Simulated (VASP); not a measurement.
# BN (R3m) in VASP: notebook, part 2 of 2

VASP 6.6.1.

### 3 Vibrations by perturbation theory, PBEsol

This run uses another cell than the first one, of 7.52 Å³/atom.

Input file INCAR:

```
SYSTEM = BN
  ALGO = Normal
  EDIFF = 1E-8
  ENCUT = 520
  GGA = PS
  IBRION = 8
  ISIF = 2
  ISMEAR = 0
  LASPH = .TRUE.
  LCHARG = .TRUE.
  LEPSILON = .TRUE.
  LREAL = .FALSE.
  LWAVE = .FALSE.
  NBANDS = 11
  NELM = 100
  NSW = 1
  PREC = Accurate
  SIGMA = 0.01
```

Input file KPOINTS:

```
k-points
0
G
  12 12 12
  0 0 0
```

Input file POSCAR:

```
BN
1.0
    1.2421494031      0.7171552922      2.8146716247
   -1.2421494031      0.7171552922      2.8146716247
    0.0000000000     -1.4343105845      2.8146716247
B N
1 1
Direct
    1.0005644454      1.0005644454      1.0005644454
    0.3318685546      0.3318685546      0.3318685546
```

Potentials or basis: VASP PAW PBE potentials, release 64 (B, N).

Started as:

```bash
cat potpaw_PBE.64/B/POTCAR potpaw_PBE.64/N/POTCAR > POTCAR
mpirun -np 1 vasp_std > vasp.out
```

OUTCAR:

```text
SYSTEM = BN
   EDIFF = 1E-8
   ENCUT = 520
   GGA = PS
   IBRION = 8
   ISIF = 2
   ISMEAR = 0
   LASPH = .TRUE.
   LEPSILON = .TRUE.
   LREAL = .FALSE.
   NELM = 100
   NSW = 1
   PREC = Accurate

 ion  position               nearest neighbor table
   1  0.001  0.001  0.001-   2 1.43   2 1.43   2 1.43
   2  0.332  0.332  0.332-   1 1.43   1 1.43   1 1.43

  LATTYP: Found a trigonal (rhomboedric) cell.
 ALAT       =     3.1590541635
 COS(alpha) =     0.6907828868

  Lattice vectors:

 A1 = (   1.2421494031,   0.7171552922,   2.8146716247)
 A2 = (  -1.2421494031,   0.7171552922,   2.8146716247)
 A3 = (   0.0000000000,  -1.4343105845,   2.8146716247)
[... 648 lines left out ...]
  x    -0.00000    -0.00000     0.00000    14.87379     0.00000     0.55172
  y    14.87379   -14.87379    -0.00000     0.00000     0.33978     0.00000
  z    -0.33563    -0.33563     2.22081     0.00000    -0.00000     0.00000

 SECOND DERIVATIVES (NOT SYMMETRIZED)
 ------------------------------------
               1X          1Y          1Z          2X          2Y          2Z
  1X   -44.333770   -0.000000    0.000000   44.333770    0.000000   -0.000000
  1Y     0.000000  -44.333770    0.000000   -0.000000   44.333770   -0.000000
  1Z     0.000000    0.000000  -10.546740    0.000000   -0.000000   10.546740
  2X    44.345177    0.000000   -0.000000  -44.345177    0.000000    0.000000
  2Y     0.000000   44.345177   -0.000000   -0.000000  -44.345177    0.000000
  2Z     0.000000   -0.000000   10.543686    0.000000    0.000000  -10.543686

 Eigenvectors and eigenvalues of the dynamical matrix
 ----------------------------------------------------

   1 f  =   42.146433 THz   264.813849 2PiTHz 1405.853683 cm-1   174.303563 meV
             X         Y         Z           dx          dy          dz
      0.000000 -0.000000  0.004766     0.751146   -0.000002    0.000000
      0.000000 -0.000000  2.802303    -0.660136    0.000002   -0.000000
[... 21 lines left out ...]
   6 f/i=    0.002688 THz     0.016891 2PiTHz    0.089671 cm-1     0.011118 meV
             X         Y         Z           dx          dy          dz
      0.000000 -0.000000  0.004766     0.050520   -0.658200   -0.000000
      0.000000 -0.000000  2.802303     0.057485   -0.748943   -0.000000

--------------------------------------------------------------------------------------------------------

 MACROSCOPIC STATIC DIELECTRIC TENSOR IONIC CONTRIBUTION
 ------------------------------------------------------
           1.928359    -0.000000     0.000000
          -0.000000     1.928359    -0.000000
           0.000000    -0.000000     1.367234
 ------------------------------------------------------

 ELASTIC MODULI CONTR FROM IONIC RELAXATION (kBar)
 Direction    XX          YY          ZZ          XY          YZ          ZX
 --------------------------------------------------------------------------------
 XX        -530.0405    527.7337      7.5619      0.0000    -13.3851      0.0000
 YY         527.7337   -530.0405      7.5619     -0.0000     13.3851     -0.0000
 ZZ           7.5619      7.5619    -49.5762     -0.0000      0.0000     -0.0000
 XY           0.0000     -0.0000     -0.0000   -528.8871      0.0000    -17.6449
 YZ         -13.3851     13.3851      0.0000      0.0000     -0.3388      0.0000
 ZX           0.0000     -0.0000     -0.0000    -17.6449      0.0000     -0.5887
 --------------------------------------------------------------------------------

 PIEZOELECTRIC TENSOR IONIC CONTR  for field in x, y, z        (C/m^2)
          XX          YY          ZZ          XY          YZ          ZX
  --------------------------------------------------------------------------------
  x     0.00000    -0.00000    -0.00000    -0.95027     0.00000    -0.03170
  y    -0.95027     0.95027     0.00000     0.00000    -0.02405     0.00000
  z     0.03737     0.03737    -0.24498    -0.00000     0.00000    -0.00000
```

OSZICAR:

```text
N       E                     dE             d eps       ncg     rms          rms(c)
DAV:   1     0.102711616121E+02    0.10271E+02   -0.47880E+03  4337   0.704E+02
DAV:   2    -0.192329731561E+02   -0.29504E+02   -0.28554E+02  4879   0.163E+02
DAV:   3    -0.198570388593E+02   -0.62407E+00   -0.62307E+00  5097   0.208E+01
DAV:   4    -0.198583066236E+02   -0.12678E-02   -0.12677E-02  4472   0.103E+00
[... 160 lines left out ...]
RMM:   7    -0.240233717406E+00   -0.20580E-05   -0.91380E-09  7120   0.670E-04    0.671E-05
RMM:   8    -0.240233856334E+00   -0.13893E-06   -0.24969E-09  7239   0.638E-05    0.319E-05
RMM:   9    -0.240233841324E+00    0.15010E-07   -0.24936E-09  7046   0.471E-05    0.211E-06
RMM:  10    -0.240233851526E+00   -0.10202E-07   -0.25276E-09  6515   0.167E-05    0.101E-06
RMM:  11    -0.240233852029E+00   -0.50280E-09   -0.25023E-09  5826   0.158E-05    0.721E-08
 Linear response finished
```

stdout:

```text
POSCAR found type information on POSCAR B N
 POSCAR found :  2 types and       2 ions
 scaLAPACK will be used
 -----------------------------------------------------------------------------
|                                                                             |
|                                                                             |
[... 47 lines left out ...]
 first order change of Fermi-energy  -0.82231E+00
 force on displaced ion       2 direction 1 : -44.330   0.025  -0.000
 Born effective charge ion    2 direction 1 :  -2.666  -0.003  -0.000
 Linear response progress:
 first order change of Fermi-energy   0.12312E+01
 force on displaced ion       2 direction 3 :   0.000   0.000 -10.544
 Born effective charge ion    2 direction 3 :   0.000   0.000  -1.094
 Born effective charges drift removed
 Linear response finished
```

It took 14 min on 1 thread of Intel Xeon 8259CL, shared host; peak memory 0.47 GiB.

What came out:

```
Electronic dielectric tensor (diagonal)                 : 5.40, 5.40, 3.63
Born charges (mean of the diagonal)                     : B +2.14; N -2.14 e
Highest phonon frequency at Γ, LO-TO splitting left out : 1406 cm⁻¹
```

Phonon frequencies in cm⁻¹ (negative: imaginary):
| q point | frequencies |
| --- | --- |
| (0.000, 0.000, 0.000) | 0 0 0 686 1406 1406 |

Electronic dielectric tensor:
```
5.40 0.00 0.00
0.00 5.40 0.00
0.00 0.00 3.63
```

Born effective charge tensors (e):
atom 1, B
```
2.67 0.00 0.00
0.00 2.67 0.00
0.00 0.00 1.09
```
atom 2, N
```
-2.67  0.00  0.00
 0.00 -2.67  0.00
 0.00  0.00 -1.09
```

Caveat: the cell stands under pressure or tension, which shifts response properties; the PAW data sets were made with another functional, which shifts forces and pressure a little.

### 4 Vibrations by perturbation theory, PBEsol

This run uses another cell than the first one, of 9.49 Å³/atom.

Input file INCAR:

```
  ALGO = Normal
  EDIFF = 1E-8
  ENCUT = 520
  GGA = PS
  IBRION = 8
  ISIF = 2
  ISMEAR = 0
  LASPH = True
  LCHARG = False
  LEPSILON = True
  LREAL = False
  LWAVE = False
  NBANDS = 11
  NELM = 100
  NSW = 1
  PREC = Accurate
  SIGMA = 0.01
```

Input file KPOINTS:

```
k-points
0
Gamma
  12 12 12
```

Input file POSCAR:

```
BN
1.0
    1.2520795491      0.7228884647      3.4949145914
   -1.2520795491      0.7228884647      3.4949145914
    0.0000000000     -1.4457769294      3.4949145914
B N
1 1
Direct
    0.9996198853      0.9996198853      0.9996198853
    0.3328131147      0.3328131147      0.3328131147
```

Potentials or basis: VASP PAW PBE potentials, release 64 (B, N).

Started as:

```bash
cat potpaw_PBE.64/B/POTCAR potpaw_PBE.64/N/POTCAR > POTCAR
mpirun -np 1 vasp_std > vasp.out
```

OUTCAR:

```text
EDIFF = 1E-8
   ENCUT = 520
   GGA = PS
   IBRION = 8
   ISIF = 2
   ISMEAR = 0
   LASPH = True
   LEPSILON = True
   LREAL = False
   NELM = 100
   NSW = 1
   PREC = Accurate

 ion  position               nearest neighbor table
   1  1.000  1.000  1.000-   2 1.45   2 1.45   2 1.45
   2  0.333  0.333  0.333-   1 1.45   1 1.45   1 1.45

  LATTYP: Found a trigonal (rhomboedric) cell.
 ALAT       =     3.7821553288
 COS(alpha) =     0.7808128357

  Lattice vectors:
[... 672 lines left out ...]
      0.000000  0.000000  3.489460    -0.660137   -0.000002    0.000000
[... 21 lines left out ...]
   6 f/i=    0.003360 THz     0.021114 2PiTHz    0.112088 cm-1     0.013897 meV
             X         Y         Z           dx          dy          dz
      0.000000  0.000000 10.480758    -0.000000   -0.000000   -0.660200
      0.000000  0.000000  3.489460    -0.000000   -0.000000   -0.751090

--------------------------------------------------------------------------------------------------------

 MACROSCOPIC STATIC DIELECTRIC TENSOR IONIC CONTRIBUTION
 ------------------------------------------------------
           1.671990     0.000000    -0.000000
           0.000000     1.671990    -0.000000
          -0.000000    -0.000000     0.293765
 ------------------------------------------------------

 ELASTIC MODULI CONTR FROM IONIC RELAXATION (kBar)
 Direction    XX          YY          ZZ          XY          YZ          ZX
 --------------------------------------------------------------------------------
 XX        -341.2153    341.1727      0.0948     -0.0000      0.8767     -0.0000
 YY         341.1727   -341.2153      0.0948      0.0000     -0.8767      0.0000
 ZZ           0.0948      0.0948     -0.4220     -0.0000      0.0000     -0.0000
 XY          -0.0000      0.0000     -0.0000   -341.1940      0.0000     -0.1655
 YZ           0.8767     -0.8767      0.0000      0.0000     -0.0023      0.0000
 ZX          -0.0000      0.0000     -0.0000     -0.1655      0.0000     -0.0001
 --------------------------------------------------------------------------------

 PIEZOELECTRIC TENSOR IONIC CONTR  for field in x, y, z        (C/m^2)
          XX          YY          ZZ          XY          YZ          ZX
  --------------------------------------------------------------------------------
  x    -0.00000     0.00000    -0.00000    -0.71071     0.00000    -0.00034
  y    -0.71071     0.71071     0.00000    -0.00000     0.00183    -0.00000
  z     0.00235     0.00235    -0.01048     0.00000     0.00000    -0.00000
```

OSZICAR:

```text
N       E                     dE             d eps       ncg     rms          rms(c)
DAV:   1     0.134789659212E+02    0.13479E+02   -0.46150E+03  4198   0.684E+02
DAV:   2    -0.192087232313E+02   -0.32688E+02   -0.31341E+02  4972   0.160E+02
DAV:   3    -0.200292126085E+02   -0.82049E+00   -0.81914E+00  5074   0.236E+01
[... 168 lines left out ...]
RMM:   7    -0.248405226973E+00   -0.94935E-06   -0.88253E-09  7131   0.530E-04    0.728E-05
RMM:   8    -0.248405762340E+00   -0.53537E-06   -0.45345E-09  6902   0.964E-05    0.385E-05
RMM:   9    -0.248405692978E+00    0.69362E-07   -0.45496E-09  6879   0.634E-05    0.439E-06
RMM:  10    -0.248405676041E+00    0.16937E-07   -0.45968E-09  7234   0.293E-05    0.189E-06
RMM:  11    -0.248405680073E+00   -0.40311E-08   -0.46115E-09  6628   0.245E-05    0.131E-07
 Linear response finished
```

Wall time 39 min (1 thread of Intel Xeon 8259CL, shared host); peak memory 0.53 GiB.

Results:

```
Electronic dielectric tensor (diagonal)                 : 4.66, 4.66, 2.50
Born charges (mean of the diagonal)                     : B +2.01; N -2.01 e
Highest phonon frequency at Γ, LO-TO splitting left out : 1362 cm⁻¹
```

Phonon frequencies in cm⁻¹ (negative: imaginary):
| q point | frequencies |
| --- | --- |
| (0.000, 0.000, 0.000) | 0 0 0 757 1362 1362 |

Electronic dielectric tensor:
```
4.66 0.00 0.00
0.00 4.66 0.00
0.00 0.00 2.50
```

Born effective charge tensors (e):
atom 1, B
```
2.70 0.00 0.00
0.00 2.70 0.00
0.00 0.00 0.63
```
atom 2, N
```
-2.70  0.00  0.00
 0.00 -2.70  0.00
 0.00  0.00 -0.63
```

Caveat: the PAW data sets were made with another functional, which shifts forces and pressure a little.
